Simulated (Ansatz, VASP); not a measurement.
NaEuC4 in VASP and in Ansatz

```
Na Eu C
1.0
     2.70878    0.00000    0.00000
    -1.35439    2.34587    0.00000
     0.00000    0.00000    9.61090
Na Eu C
1 1 4
Cartesian
  0.0000 0.0000 0.0000
  0.0000 0.0000 4.8055
  0.0000 1.5639 7.1351
  0.0000 1.5639 2.4758
  1.3544 0.7820 7.1351
  1.3544 0.7820 2.4758
```

Change from the starting cell: species swapped into the NbVB4 type (P6/mmm, No. 191).

Alike in both runs: functional PBE; k mesh 6 × 6 × 2; occupations gaussian, width 0.1 eV; collinear spin.

Ansatz relaxed the structure, and its values are those at the end. VASP's run is a single point on that final structure, the one shown.

```csv
,VASP,Ansatz
version,VASP 6.6.1,Ansatz 0.2.0
potentials or method,"VASP PAW PBE potentials, release 64 (Na_pv, Eu, C), cutoff 520 eV","scalar-relativistic, plane waves, PAW"
valence electrons in the cell,40,42
```

Ansatz gave:

- gap on the k mesh at the Fermi level (eV): none
- pressure (GPa): 0.0
- net moment per atom (μB): 1.17
- size of the moment on the site where the two differ most (μB): 6.72

Which values does VASP return?

gap on the k mesh at the Fermi level (eV): none; pressure (GPa): 0.4; net moment per atom (μB): 1.17; size of the moment on the site where the two differ most (μB): 6.74.

Site moments also hang on the region over which each program counts them. A gap of «none» marks a metal or a gap that the smearing closes. With one functional, cell and mesh, what is left measures potentials, basis and numerics. VASP's potentials hold 40 valence electrons a cell and Ansatz's 42, so a difference there can come from the potentials and not from the codes.

The k mesh is coarse, so the values compare programs but aren't converged. Neither program's run includes spin-orbit coupling.
